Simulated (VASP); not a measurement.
# GaN (F-43m) in VASP: single point with r2SCAN+rVV10

Aim: the single point of GaN with r2SCAN+rVV10.

Program: VASP 6.6.1. These are calculated values, not measurements. Logs are shortened: lines on timing, memory, paths and dates and some standing lists are left out, and cuts for length are marked.

## 1. The cell of the first run

The structure is cubic, space group F-43m (No. 216). Conventional cell: a = 4.488 Å, b = 4.488 Å, c = 4.488 Å, α = 90.00°, β = 90.00°, γ = 90.00°. Ga (site symmetry -43m) has 4 N at 1.94 Å within 2.6 Å. N (site symmetry -43m) has 4 Ga at 1.94 Å within 2.6 Å.

## 2. Single point, r2SCAN+rVV10

POSCAR reads:

```
GaN
1.0
    0.0000000000      2.2442117377      2.2442117377
    2.2442117377      0.0000000000      2.2442117377
    2.2442117377      2.2442117377      0.0000000000
Ga N
1 1
Direct
    0.0000000000      0.0000000000      0.0000000000
    0.2500000000      0.2500000000      0.2500000000
```

INCAR.step1 reads:

```
PREC = Accurate
ENCUT = 1460
ISMEAR = -1
SIGMA = 0.03
LREAL = False
LASPH = True
NELM = 120
NBANDS = 16
GGA = PE
ALGO = Normal
EDIFF = 1E-5
LWAVE = True
LCHARG = False
GGA_COMPAT = False
```

INCAR.step2 reads:

```
PREC = Accurate
ENCUT = 1460
EDIFF = 1E-6
ISMEAR = -1
SIGMA = 0.03
LREAL = False
LASPH = True
NELM = 120
ALGO = Normal
ISIF = 2
LWAVE = False
LCHARG = False
METAGGA = R2SCAN
LMIXTAU = True
LUSE_VDW = True
IVDW_NL = 2
BPARAM = 11.95
CPARAM = 0.0093
NBANDS = 16
ISTART = 1
GGA_COMPAT = False
```

KPOINTS reads:

```
regular mesh
0
Gamma
  8 8 8
```

Potentials or basis: VASP PAW PBE potentials, release 64 (Ga_d, N_h).

The run is started by

```console
$ cat potpaw_PBE.64/Ga_d/POTCAR potpaw_PBE.64/N_h/POTCAR > POTCAR
$ cp INCAR.step1 INCAR
$ mpirun -np 1 vasp_std > vasp.out
$ cp INCAR.step2 INCAR
$ mpirun -np 1 vasp_std > vasp.out
```

OUTCAR:

```text
PREC = Accurate
   ENCUT = 1460
   EDIFF = 1E-6
   ISMEAR = -1
   LREAL = False
   LASPH = True
   NELM = 120
   ISIF = 2
   METAGGA = R2SCAN
   IVDW_NL = 2
   BPARAM = 11.95
   ISTART = 1

 ion  position               nearest neighbor table
   1  0.000  0.000  0.000-   2 1.94   2 1.94   2 1.94   2 1.94
   2  0.250  0.250  0.250-   1 1.94   1 1.94   1 1.94   1 1.94

  LATTYP: Found a face centered cubic cell.
 ALAT       =     4.4884234754

  Lattice vectors:

 A1 = (   0.0000000000,   2.2442117377,   2.2442117377)
 A2 = (   2.2442117377,   0.0000000000,   2.2442117377)
 A3 = (   2.2442117377,   2.2442117377,   0.0000000000)

Analysis of symmetry for initial positions (statically):
=====================================================================
 Subroutine PRICEL returns:
 Original cell was already a primitive cell.

 Routine SETGRP: Setting up the symmetry group for a
 face centered cubic supercell.

 Subroutine GETGRP returns: Found 24 space group operations
 (whereof 24 operations were pure point group operations)
 out of a pool of 48 trial point group operations.

The static configuration has the point symmetry T_d .

Analysis of symmetry for dynamics (positions and initial velocities):
=====================================================================
 Subroutine PRICEL returns:
 Original cell was already a primitive cell.

 Routine SETGRP: Setting up the symmetry group for a
 face centered cubic supercell.

 Subroutine GETGRP returns: Found 24 space group operations
 (whereof 24 operations were pure point group operations)
 out of a pool of 48 trial point group operations.

The dynamic configuration has the point symmetry T_d .

 Subroutine INISYM returns: Found 24 space group operations
 (whereof 24 operations are pure point group operations),
 and found     1 'primitive' translations

----------------------------------------------------------------------------------------

                                     Primitive cell

  volume of cell :      22.6059

  direct lattice vectors                    reciprocal lattice vectors
     0.000000000  2.244211738  2.244211738    -0.222795377  0.222795377  0.222795377
     2.244211738  0.000000000  2.244211738     0.222795377 -0.222795377  0.222795377
     2.244211738  2.244211738  0.000000000     0.222795377  0.222795377 -0.222795377

  length of vectors
     3.173794676  3.173794676  3.173794676     0.385892913  0.385892913  0.385892913

  position of ions in fractional coordinates (direct lattice)
     0.000000000  0.000000000  0.000000000
     0.250000000  0.250000000  0.250000000

  ion indices of the primitive-cell ions
   primitive index   ion index
                 1           1
                 2           2

----------------------------------------------------------------------------------------

 KPOINTS: regular mesh

Automatic generation of k-mesh.
 Grid dimensions read from file:
 generate k-points for:    8    8    8

 Generating k-lattice:

  Cartesian coordinates                     Fractional coordinates (reciprocal lattice)
    -0.027849422  0.027849422  0.027849422     0.125000000  0.000000000  0.000000000
     0.027849422 -0.027849422  0.027849422     0.000000000  0.125000000  0.000000000
     0.027849422  0.027849422 -0.027849422     0.000000000  0.000000000  0.125000000

  Length of vectors
     0.048236614  0.048236614  0.048236614

  Shift w.r.t. Gamma in fractional coordinates (k-lattice)
     0.000000000  0.000000000  0.000000000

 Subroutine IBZKPT returns following result:
 ===========================================

 Found     29 irreducible k-points:

 Following reciprocal coordinates:
            Coordinates               Weight
  0.000000  0.000000  0.000000      1.000000
  0.125000  0.000000  0.000000      8.000000
  0.250000  0.000000  0.000000      8.000000
  0.375000  0.000000  0.000000      8.000000
  0.500000  0.000000  0.000000      4.000000
  0.125000  0.125000  0.000000      6.000000
[... 16 lines left out ...]
  0.500000  0.250000  0.125000     48.000000
 -0.375000  0.250000  0.125000     24.000000
 [... further k-points ...]
   k-points           NKPTS =     29   k-points in BZ     NKDIM =     29   number of bands    NBANDS=     16
   number of dos      NEDOS =    301   number of ions     NIONS =      2
   total plane-waves  NPLWV =  64000
   dimension x,y,z NGX =    40 NGY =   40 NGZ =   40
   dimension x,y,z NGXF=    80 NGYF=   80 NGZF=   80
   ions per type =               1   1
   NGX,Y,Z   is equivalent  to a cutoff of  20.95, 20.95, 20.95 a.u.
   NGXF,Y,Z  is equivalent  to a cutoff of  41.90, 41.90, 41.90 a.u.
 SYSTEM =  unknown system
   PREC   = accura    normal or accurate (medium, high low for compatibility)
   ISTART =      1    job   : 0-new  1-cont  2-samecut
   ICHARG =      0    charge: 1-file 2-atom 10-const
   ISPIN  =      1    spin polarized calculation?
   LNONCOLLINEAR =      F non collinear calculations
   LSORBIT =      F    spin-orbit coupling
   LASPH  =      T    aspherical Exc in radial PAW
   ENCUT  = 1460.0 eV 107.31 Ry   10.36 a.u.   9.89  9.89  9.89*2*pi/ulx,y,z
   NELM   =    120;   NELMIN=  2; NELMDL=  0     # of ELM steps
   EDIFF  = 0.1E-05   stopping-criterion for ELM
   LREAL  =      F    real-space projection
   EDIFFG = 0.1E-04   stopping-criterion for IOM
   NSW    =      0    number of steps for IOM
   IBRION =     -1    ionic relax: 0-MD 1-quasi-New 2-CG
   NFREE  =      0    steps in history (QN), initial steepest desc. (CG)
   ISIF   =      2    stress and relaxation
   ISYM   =      2    0-nonsym 1-usesym 2-fastsym
   POTIM  = 0.5000    time-step for ionic-motion
   TEBEG  =    0.0;   TEEND  =   0.0 temperature during run
   PSTRESS=    0.0 pullay stress
   NELECT =      18.0000    total number of electrons
   NUPDOWN=      -1.0000    fix difference up-down
   EMIN   =  10.00;   EMAX   =-10.00  energy-range for DOS
   EFERMI =   0.00;   METHOD = LEGACY
   ISMEAR =    -1;   SIGMA  =   0.03  broadening in eV -4-tet -1-fermi 0-gaus
   EFERMI_NEDOS =   21; number of points for ismear=-14 and -15
   IALGO  =     38    algorithm
   IMIX   =      4    mixing-type and parameters
     AMIX     =   0.40;   BMIX     =  1.00
     AMIX_MAG =   1.60;   BMIX_MAG =  1.00
  volume/ion in A,a.u.               =      11.30        76.28
  Fermi-wavevector in a.u.,A,eV,Ry     =   1.517371  2.867416 31.326263  2.302415
  Thomas-Fermi vector in A             =   2.626636
   LORBIT       =      0    0 simple, 1 ext, 2 COOP (PROOUT), +10 PAW based schemes
   METAGGA = R2SCAN    functional components
   LHFCALC =     F    Hartree Fock is set to
   AEXX    =    0.0000 exact exchange contribution
   IVDW_NL    =     2    kernel type
   BPARAM     =11.9500
   IVDW    =     0    specifies the selected vdW correction
   LEPSILON=     F    determine dielectric tensor
   LRPA    =     F    only Hartree local field effects (RPA)
 non-spin polarized calculation
  energy-cutoff  :     1460.00
  volume of cell :       22.61
 maximum number of plane-waves:      2884
   NGX = 19   NGY = 19   NGZ = 19

 number of electron      17.9999999 magnetization

 Free energy of the ion-electron system (eV)
  ---------------------------------------------------
  ext. energy  EPLUGINS =         0.00000000
  ---------------------------------------------------
  free energy    TOTEN  =       -21.39868302 eV

  energy without entropy =      -21.39868302  energy(sigma->0) =      -21.39868302

 E-fermi :   6.0286     XC(G=0): -12.7518

 val. band max:        5.4373737343   @ k =   0.0000   0.0000   0.0000
 cond. band min:       7.6029392444   @ k =   0.0000   0.0000   0.0000
 fundamental gap:      2.1655655101
 Fermi energy:         6.0285875148

 k-point     1 :       0.0000    0.0000    0.0000
  band No.  band energies     occupation
      1     -11.4111      2.00000
      2      -8.3828      2.00000
      3      -8.3828      2.00000
      4      -8.3828      2.00000
      5      -8.0171      2.00000
      6      -8.0171      2.00000
[... 8 lines left out ...]
     15      25.2062      0.00000
     16      25.2062      0.00000

 k-point     2 :       0.1250    0.0000    0.0000
  band No.  band energies     occupation
      1     -11.2364      2.00000
      2      -8.3604      2.00000
      3      -8.3604      2.00000
      4      -8.3186      2.00000
      5      -8.0187      2.00000
      6      -8.0187      2.00000
[... 8 lines left out ...]
     15      23.4804      0.00000
     16      23.5851      0.00000

 k-point     3 :       0.2500    0.0000    0.0000
  band No.  band energies     occupation
      1     -10.8310      2.00000
      2      -8.3155      2.00000
      3      -8.3155      2.00000
      4      -8.0309      2.00000
      5      -8.0124      2.00000
      6      -8.0124      2.00000
[... 8 lines left out ...]
     15      23.1166      0.00000
     16      23.1166      0.00000

 k-point     4 :       0.3750    0.0000    0.0000
  band No.  band energies     occupation
      1     -10.4896      2.00000
      2      -8.2879      2.00000
      3      -8.2879      2.00000
      4      -7.9870      2.00000
      5      -7.9870      2.00000
      6      -7.3861      2.00000
[... 8 lines left out ...]
     15      24.7030      0.00000
     16      24.7031      0.00000
[... 324 lines left out ...]
 k-point    22 :       0.3750    0.2500    0.1250
  band No.  band energies     occupation
      1     -10.5648      2.00000
      2      -8.2674      2.00000
      3      -8.2466      2.00000
      4      -8.1098      2.00000
      5      -7.9885      2.00000
      6      -7.6876      2.00000
[... 8 lines left out ...]
     15      25.5443      0.00000
     16      27.9116      0.00000

 k-point    23 :       0.5000    0.2500    0.1250
  band No.  band energies     occupation
      1     -10.3346      2.00000
      2      -8.2559      2.00000
      3      -8.2116      2.00000
      4      -8.0707      2.00000
      5      -7.9817      2.00000
      6      -7.0364      2.00000
[... 8 lines left out ...]
     15      25.7090      0.00000
     16      27.6575      0.00000

 k-point    24 :      -0.3750    0.2500    0.1250
  band No.  band energies     occupation
      1     -10.2596      2.00000
      2      -8.2600      2.00000
      3      -8.1979      2.00000
      4      -8.0412      2.00000
      5      -7.9847      2.00000
      6      -6.6033      2.00000
[... 8 lines left out ...]
     15      25.2327      0.00000
     16      27.6255      0.00000

 [... further k-points ...]
[... 5 lines left out ...]
  --------------------------------------------------------------------------------------
  -------------------------------------------------------------------------------------
  Total        0.1516477      0.1516477      0.1516477      0.0000000      0.0000000     -0.0000000
  in kB       10.7479310     10.7479310     10.7479310      0.0000000      0.0000000     -0.0000000
  external PRESSURE =      10.7479310 kB  Pullay stress =       0.0000000 kB

 VOLUME and BASIS-vectors are now :
 -----------------------------------------------------------------------------
  energy-cutoff  :     1460.00
  volume of cell :       22.61
      direct lattice vectors                 reciprocal lattice vectors
     0.000000000  2.244211738  2.244211738    -0.222795377  0.222795377  0.222795377
     2.244211738  0.000000000  2.244211738     0.222795377 -0.222795377  0.222795377
     2.244211738  2.244211738  0.000000000     0.222795377  0.222795377 -0.222795377

 POSITION                                       TOTAL-FORCE (eV/Angst)
 -----------------------------------------------------------------------------------
      0.00000      0.00000      0.00000        -0.000000      0.000000     -0.000000
      1.12211      1.12211      1.12211         0.000000     -0.000000      0.000000
 -----------------------------------------------------------------------------------
    total drift:                               -0.000000     -0.000000     -0.000000

  FREE ENERGIE OF THE ION-ELECTRON SYSTEM (eV)
  ---------------------------------------------------
  free  energy   TOTEN  =       -21.3986830214 eV

  energy  without entropy=      -21.3986830214  energy(sigma->0) =      -21.39868302
```

Wall time 2.7 min (1 thread of Intel Xeon 6975P-C (Granite Rapids), shared host); peak memory 0.51 GiB.

Results:

```yaml
Free_energy: -21.3987 eV
Pressure: 1.1 GPa
Band_gap_on_the_k_mesh: 2.17 eV
```

Caveat: the structure was generated, so it needn't be the stable form of GaN; the PAW data sets were made with another functional, which shifts forces and pressure a little.
